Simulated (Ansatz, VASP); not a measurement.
**GdO in VASP and in Ansatz**

The input INCAR:

```
ALGO = Normal
EDIFF = 1E-7
ENCUT = 520
GGA = PE
ISIF = 2
ISMEAR = 0
LASPH = T
LCHARG = F
LDAU = T
LDAUJ = 0 0
LDAUL = 3 -1
LDAUPRINT = 1
LDAUTYPE = 2
LDAUU = 8 0
LMAXMIX = 6
LREAL = F
LWAVE = F
NBANDS = 19
NELM = 150
PREC = Accurate
SIGMA = 0.05
```

File KPOINTS:

```
k-points
0
Gamma
  6 6 6
```

File POSCAR:

```
GdO
1.0
    0.0000000000      2.7000000000      2.7000000000
    2.7000000000      0.0000000000      2.7000000000
    2.7000000000      2.7000000000      0.0000000000
Gd O
1 1
Direct
    0.0000000000      0.0000000000      0.0000000000
    0.2500000000      0.2500000000      0.2500000000
```

The input input.yaml:

```yaml
crystal:
  lattice:
    - [0.0, 2.7, 2.7]
    - [2.7, 0.0, 2.7]
    - [2.7, 2.7, 0.0]
  atoms:
    - { symbol: Gd, position: [0.0, 0.0, 0.0] }
    - { symbol: O, position: [0.25, 0.25, 0.25] }
hamiltonian:
  xc: pbe
  pseudopotentials: { kind: paw }
  hubbard: { sites: [{ species: Gd, l: f, u_eff: 8.0 }] }
kpoints:
  mp_grid: { grid: [6, 6, 6] }
scf:
  occupations: { method: gaussian, width: 0.05 }
output:
  forces: true
  stress: true
  eigenvalues: true
```

Alike in both runs: task single point; functional PBE; k mesh 6 × 6 × 6; occupations gaussian, width 0.05 eV; no spin polarisation; Hubbard terms Gd f U = 8.0 eV.

|  | VASP | Ansatz |
| --- | --- | --- |
| version | VASP 6.6.1 | Ansatz 0.2.0 |
| potentials or method | VASP PAW PBE potentials, release 64 (Gd, O) | Ansatz PAW |
| plane-wave cutoff (eV) | 520 | 420 |
| valence electrons in the cell | 24 | 24 |

Ansatz gave:

```
pressure (GPa) : -2.0
```

Problem. Which values does VASP return?

Solution. Pressure (GPa): 2.1.

The programs project onto different local orbitals, so the same U acts differently, and such runs can settle in different states.

Spin-orbit coupling is off throughout. Noted on Ansatz's run: the magnetic or orbital state may not be the lowest.
